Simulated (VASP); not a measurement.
# SiNi (Pnma) in VASP: a series of runs, part 2 of 2

VASP 6.6.1. Earlier steps stand in the parts before.

## 3. Single point, PBE

INCAR

```
ALGO = Normal
EDIFF = 1E-6
ENCUT = 520
GGA = PE
ISIF = 2
ISMEAR = 0
LASPH = T
LCHARG = F
LREAL = F
LWAVE = F
NBANDS = 38
NELM = 100
PREC = Accurate
SIGMA = 0.05
```

KPOINTS

```
k-points
0
Gamma
  8 10 6
```

POSCAR

```
SiNi
1.0
    5.1512638233      0.0000000000      0.0000000000
    0.0000000000      3.3777626561      0.0000000000
    0.0000000000      0.0000000000      5.6187209156
Si Ni
4 4
Direct
    0.3213548224      0.7500000000      0.0841687650
    0.1786451776      0.2500000000      0.5841687650
    0.8213548224      0.7500000000      0.4158312350
    0.6786451776      0.2500000000      0.9158312350
    0.0083050818      0.2500000000      0.1884531365
    0.4916949182      0.7500000000      0.6884531365
    0.5083050818      0.2500000000      0.3115468635
    0.9916949182      0.7500000000      0.8115468635
```

Potentials or basis: VASP PAW PBE potentials, release 64 (Si, Ni).

Started as:

```sh
$ cat potpaw_PBE.64/Si/POTCAR potpaw_PBE.64/Ni/POTCAR > POTCAR
$ mpirun -np 1 vasp_std > vasp.out
```

OUTCAR:

```text
EDIFF = 1E-6
   ENCUT = 520
   GGA = PE
   ISIF = 2
   ISMEAR = 0
   LASPH = T
   LREAL = F
   NELM = 100
   PREC = Accurate

 ion  position               nearest neighbor table
   1  0.321  0.750  0.084-   8 2.29   7 2.33   7 2.33   6 2.39   5 2.41   5 2.41   4 2.67   4 2.67

   2  0.179  0.250  0.584-   7 2.29   8 2.33   8 2.33   5 2.39   6 2.41   6 2.41   3 2.67   3 2.67

   3  0.821  0.750  0.416-   6 2.29   5 2.33   5 2.33   8 2.39   7 2.41   7 2.41   2 2.67   2 2.67

   4  0.679  0.250  0.916-   5 2.29   6 2.33   6 2.33   7 2.39   8 2.41   8 2.41   1 2.67   1 2.67

   5  0.008  0.250  0.188-   4 2.29   3 2.33   3 2.33   2 2.39   1 2.41   1 2.41   7 2.67   7 2.67
                             8 2.71   8 2.71
   6  0.492  0.750  0.688-   3 2.29   4 2.33   4 2.33   1 2.39   2 2.41   2 2.41   8 2.67   8 2.67
                             7 2.71   7 2.71
   7  0.508  0.250  0.312-   2 2.29   1 2.33   1 2.33   4 2.39   3 2.41   3 2.41   5 2.67   5 2.67
                             6 2.71   6 2.71
   8  0.992  0.750  0.812-   1 2.29   2 2.33   2 2.33   3 2.39   4 2.41   4 2.41   6 2.67   6 2.67
                             5 2.71   5 2.71

  LATTYP: Found a simple orthorhombic cell.
 ALAT       =     3.3777626561
 B/A-ratio  =     1.5250520382
 C/A-ratio  =     1.6634445601

  Lattice vectors:

 A1 = (   0.0000000000,  -3.3777626561,   0.0000000000)
 A2 = (   5.1512638233,   0.0000000000,   0.0000000000)
 A3 = (   0.0000000000,   0.0000000000,   5.6187209156)

Analysis of symmetry for initial positions (statically):
=====================================================================
 Subroutine PRICEL returns:
 Original cell was already a primitive cell.

 Routine SETGRP: Setting up the symmetry group for a
 simple orthorhombic supercell.

 Subroutine GETGRP returns: Found  8 space group operations
 (whereof  2 operations were pure point group operations)
 out of a pool of  8 trial point group operations.

The static configuration has the point symmetry S_2 .
 The point group associated with its full space group is D_2h.

Analysis of symmetry for dynamics (positions and initial velocities):
=====================================================================
 Subroutine PRICEL returns:
 Original cell was already a primitive cell.

 Routine SETGRP: Setting up the symmetry group for a
 simple orthorhombic supercell.

 Subroutine GETGRP returns: Found  8 space group operations
 (whereof  2 operations were pure point group operations)
 out of a pool of  8 trial point group operations.

The dynamic configuration has the point symmetry S_2 .
 The point group associated with its full space group is D_2h.

 Subroutine INISYM returns: Found  8 space group operations
 (whereof  2 operations are pure point group operations),
 and found     1 'primitive' translations

----------------------------------------------------------------------------------------

                                     Primitive cell

  volume of cell :      97.7643

  direct lattice vectors                    reciprocal lattice vectors
     5.151263823  0.000000000  0.000000000     0.194127118  0.000000000  0.000000000
     0.000000000  3.377762656  0.000000000     0.000000000  0.296053957  0.000000000
     0.000000000  0.000000000  5.618720916     0.000000000  0.000000000  0.177976450

  length of vectors
     5.151263823  3.377762656  5.618720916     0.194127118  0.296053957  0.177976450

[... 52 lines left out ...]
  0.375000  0.000000  0.000000      2.000000
  0.500000  0.000000  0.000000      1.000000
  0.000000  0.100000  0.000000      2.000000
[... 16 lines left out ...]
  0.250000  0.400000  0.000000      4.000000
  0.375000  0.400000  0.000000      4.000000
 [... further k-points ...]
   k-points           NKPTS =    120   k-points in BZ     NKDIM =    120   number of bands    NBANDS=     38
   number of dos      NEDOS =    301   number of ions     NIONS =      8
   total plane-waves  NPLWV =  47040
   dimension x,y,z NGX =    40 NGY =   28 NGZ =   42
   dimension x,y,z NGXF=    80 NGYF=   56 NGZF=   84
   ions per type =               4   4
   NGX,Y,Z   is equivalent  to a cutoff of  12.91, 13.78, 12.43 a.u.
   NGXF,Y,Z  is equivalent  to a cutoff of  25.82, 27.56, 24.85 a.u.
 SYSTEM =  unknown system
   PREC   = accura    normal or accurate (medium, high low for compatibility)
   ISTART =      0    job   : 0-new  1-cont  2-samecut
   ICHARG =      2    charge: 1-file 2-atom 10-const
   ISPIN  =      1    spin polarized calculation?
   LNONCOLLINEAR =      F non collinear calculations
   LSORBIT =      F    spin-orbit coupling
   LASPH  =      T    aspherical Exc in radial PAW
   ENCUT  =  520.0 eV  38.22 Ry    6.18 a.u.   9.58  6.28 10.45*2*pi/ulx,y,z
   NELM   =    100;   NELMIN=  2; NELMDL= -5     # of ELM steps
   EDIFF  = 0.1E-05   stopping-criterion for ELM
   LREAL  =      F    real-space projection
   EDIFFG = 0.1E-04   stopping-criterion for IOM
   NSW    =      0    number of steps for IOM
   IBRION =     -1    ionic relax: 0-MD 1-quasi-New 2-CG
   NFREE  =      0    steps in history (QN), initial steepest desc. (CG)
   ISIF   =      2    stress and relaxation
   ISYM   =      2    0-nonsym 1-usesym 2-fastsym
   POTIM  = 0.5000    time-step for ionic-motion
   TEBEG  =    0.0;   TEEND  =   0.0 temperature during run
   PSTRESS=    0.0 pullay stress
   NELECT =      56.0000    total number of electrons
   NUPDOWN=      -1.0000    fix difference up-down
   EMIN   =  10.00;   EMAX   =-10.00  energy-range for DOS
   EFERMI =   0.00;   METHOD = LEGACY
   ISMEAR =     0;   SIGMA  =   0.05  broadening in eV -4-tet -1-fermi 0-gaus
   EFERMI_NEDOS =   21; number of points for ismear=-14 and -15
   IALGO  =     38    algorithm
   IMIX   =      4    mixing-type and parameters
     AMIX     =   0.40;   BMIX     =  1.00
     AMIX_MAG =   1.60;   BMIX_MAG =  1.00
  volume/ion in A,a.u.               =      12.22        82.47
  Fermi-wavevector in a.u.,A,eV,Ry     =   1.359599  2.569269 25.150483  1.848508
  Thomas-Fermi vector in A             =   2.486333
   LORBIT       =      0    0 simple, 1 ext, 2 COOP (PROOUT), +10 PAW based schemes
   GGA     = PE    functional components
   LHFCALC =     F    Hartree Fock is set to
   AEXX    =    0.0000 exact exchange contribution
   IVDW    =     0    specifies the selected vdW correction
   LEPSILON=     F    determine dielectric tensor
   LRPA    =     F    only Hartree local field effects (RPA)
 non-spin polarized calculation
 Gauss-broadening in eV      SIGMA  =   0.05
  energy-cutoff  :      520.00
  volume of cell :       97.76
 maximum number of plane-waves:      2664
 NGX is ok and might be reduce to    40
   NGX = 19   NGY = 13   NGZ = 21

 number of electron      55.9999991 magnetization

 Free energy of the ion-electron system (eV)
  ---------------------------------------------------
  ext. energy  EPLUGINS =         0.00000000
  ---------------------------------------------------
  free energy    TOTEN  =       -47.60526055 eV

  energy without entropy =      -47.60324410  energy(sigma->0) =      -47.60425233

 E-fermi :  10.2805     XC(G=0): -12.1676

 val. band max:       10.2720553570   @ k =   0.1250   0.2000   0.3333
 cond. band min:      10.2851593675   @ k =   0.1250   0.4000   0.0000
 fundamental gap:      0.0131040105
 Fermi energy:        10.2804934188

 k-point     1 :       0.0000    0.0000    0.0000
  band No.  band energies     occupation
      1      -2.6192      2.00000
      2       0.7052      2.00000
      3       1.9852      2.00000
      4       2.5741      2.00000
      5       3.8686      2.00000
      6       4.3357      2.00000
[... 973 lines left out ...]
     37      16.2489      0.00000
     38      16.8329      0.00000

 [... further k-points ...]
[... 5 lines left out ...]
  --------------------------------------------------------------------------------------
  -------------------------------------------------------------------------------------
  Total        0.0179016     -0.0500656      0.0210099      0.0000000      0.0000000      0.0000000
  in kB        0.2933748     -0.8204828      0.3443133      0.0000000      0.0000000      0.0000000
  external PRESSURE =      -0.0609316 kB  Pullay stress =       0.0000000 kB

 VOLUME and BASIS-vectors are now :
 -----------------------------------------------------------------------------
  energy-cutoff  :      520.00
  volume of cell :       97.76
      direct lattice vectors                 reciprocal lattice vectors
     5.151263823  0.000000000  0.000000000     0.194127118  0.000000000  0.000000000
     0.000000000  3.377762656  0.000000000     0.000000000  0.296053957  0.000000000
     0.000000000  0.000000000  5.618720916     0.000000000  0.000000000  0.177976450

 POSITION                                       TOTAL-FORCE (eV/Angst)
 -----------------------------------------------------------------------------------
      1.65538      2.53332      0.47292         0.000906     -0.000000      0.004325
      0.92025      0.84444      3.28228        -0.000906      0.000000      0.004325
      4.23102      2.53332      2.33644         0.000906     -0.000000     -0.004325
      3.49588      0.84444      5.14580        -0.000906      0.000000     -0.004325
      0.04278      0.84444      1.05887         0.011177     -0.000000     -0.001610
      2.53285      2.53332      3.86823        -0.011177      0.000000     -0.001610
      2.61841      0.84444      1.75049         0.011177      0.000000      0.001610
      5.10848      2.53332      4.55986        -0.011177      0.000000      0.001610
 -----------------------------------------------------------------------------------
    total drift:                                0.000000      0.000000     -0.000000

  FREE ENERGIE OF THE ION-ELECTRON SYSTEM (eV)
  ---------------------------------------------------
  free  energy   TOTEN  =       -47.6052605541 eV

  energy  without entropy=      -47.6032441026  energy(sigma->0) =      -47.60425233
```

Run time: 2.9 min. Hardware: 1 thread of Intel Xeon 6975P-C (Granite Rapids), shared host; peak memory 0.44 GiB.

What came out:

```
Free energy            : -47.6053 eV
Pressure               : 0.0 GPa
Largest force          : 0.011 eV/Å
Band gap on the k mesh : zero (bands 28 and 29 overlap by 1.81 eV)
```

Forces on the atoms (eV/Å):
```
Si   0.001  0.000  0.004
Si  -0.001  0.000  0.004
Si   0.001  0.000 -0.004
Si  -0.001  0.000 -0.004
Ni   0.011  0.000 -0.002
Ni  -0.011  0.000 -0.002
Ni   0.011  0.000  0.002
Ni  -0.011  0.000  0.002
```

Levels at points of the mesh, in eV from the Fermi level:
```
           k point  band 24  band 25  band 26  band 27  band 28  band 29  band 30  band 31  band 32  band 33
(0.00, 0.00, 0.00)    -1.91    -1.79    -1.12    -1.12    -0.92     0.64     1.25     3.30     3.84     4.04
(0.50, 0.00, 0.00)    -1.96    -1.81    -1.81     1.05     1.05     1.09     1.09     3.64     3.64     4.53
(0.00, 0.50, 0.00)    -2.09    -1.85    -1.85    -1.37    -1.37    -0.59    -0.59     1.98     1.98     2.52
(0.50, 0.50, 0.00)    -2.02    -1.65    -1.65    -1.65    -1.65     0.45     0.45     0.45     0.45     4.27
(0.00, 0.00, 0.50)    -2.03    -1.40    -1.40    -0.24    -0.24     0.92     0.92     3.22     3.22     4.35
(0.50, 0.00, 0.50)    -2.05    -1.00    -1.00     0.78     0.78     2.29     2.29     2.76     2.76     2.82
(0.00, 0.50, 0.50)    -1.98    -1.93    -1.93    -1.66    -1.66     0.17     0.17     1.28     1.28     2.31
(0.50, 0.50, 0.50)    -2.13    -1.85    -1.85    -1.85    -1.85     2.52     2.52     2.52     2.52     3.50
```

## 4. Relaxation of cell and atoms, PBE

INCAR

```
SYSTEM = SiNi
PREC = Accurate ; ENCUT = 600
EDIFF = 1E-6 ; ISMEAR = 0
SIGMA = 0.05 ; LREAL = .False.
LASPH = .True. ; NELM = 80
ALGO = Fast ; ISIF = 3
LWAVE = .False. ; LCHARG = .False.
GGA = PE ; IBRION = 2
NSW = 50 ; EDIFFG = -0.01
```

KPOINTS

```
Automatic mesh
0
Gamma
  8 10 6
  0 0 0
```

POSCAR is that of step 3.

Started as:

```sh
$ cat potpaw_PBE.64/Si/POTCAR potpaw_PBE.64/Ni/POTCAR > POTCAR
$ mpirun -np 1 vasp_std > vasp.out
```

It took 18 min on 1 thread of Oxide Virtual Turin-like, shared host; peak memory 0.46 GiB.

Results (log left out):

| Quantity | Value |
| --- | --- |
| Free energy | -47.6043 eV |
| Relaxed volume | 12.23 Å³/atom |
| Relaxed cell | a = 5.153 Å, b = 3.379 Å, c = 5.621 Å, α = 90.00°, β = 90.00°, γ = 90.00° |
| Space group after relaxing (to 0.1 Å) | Pnma (No. 62) |
| Ionic steps | 3 |
| Pressure after relaxing | -0.1 GPa |
| Largest force after relaxing | 0.008 eV/Å |
| Band gap on the k mesh | zero (bands 28 and 29 overlap by 1.81 eV) |

Forces on the atoms (eV/Å):
```
Si  -0.001  0.000  0.001
Si   0.001  0.000  0.001
Si  -0.001  0.000 -0.001
Si   0.001  0.000 -0.001
Ni   0.007  0.000  0.001
Ni  -0.007  0.000  0.001
Ni   0.007  0.000 -0.001
Ni  -0.007  0.000 -0.001
```

Final structure:
```
Si Ni
1.0
     5.15346    0.00000    0.00000
     0.00000    3.37876    0.00000
     0.00000    0.00000    5.62122
Si Ni
4 4
Cartesian
  1.6561 2.5341 0.4732
  0.9206 0.8447 3.2838
  4.2328 2.5341 2.3374
  3.4974 0.8447 5.1480
  0.0430 0.8447 1.0593
  2.5337 2.5341 3.8699
  2.6197 0.8447 1.7513
  5.1104 2.5341 4.5619
```

Levels at points of the mesh, in eV from the Fermi level:
| k point | band 26 | band 27 | band 28 | band 29 | band 30 | band 31 |
| --- | --- | --- | --- | --- | --- | --- |
| (0.00, 0.00, 0.00) | -1.12 | -1.11 | -0.92 | 0.64 | 1.24 | 3.30 |
| (0.50, 0.00, 0.00) | -1.81 | 1.05 | 1.05 | 1.09 | 1.09 | 3.63 |
| (0.00, 0.50, 0.00) | -1.85 | -1.37 | -1.37 | -0.59 | -0.59 | 1.98 |
| (0.50, 0.50, 0.00) | -1.65 | -1.65 | -1.65 | 0.45 | 0.45 | 0.45 |
| (0.00, 0.00, 0.50) | -1.40 | -0.24 | -0.24 | 0.92 | 0.92 | 3.22 |
| (0.50, 0.00, 0.50) | -1.00 | 0.77 | 0.77 | 2.29 | 2.29 | 2.76 |
| (0.00, 0.50, 0.50) | -1.93 | -1.66 | -1.66 | 0.17 | 0.17 | 1.27 |
| (0.50, 0.50, 0.50) | -1.85 | -1.85 | -1.85 | 2.52 | 2.52 | 2.52 |

Spin polarisation is off, so any magnetic state and its effect on volume and gap are missing.
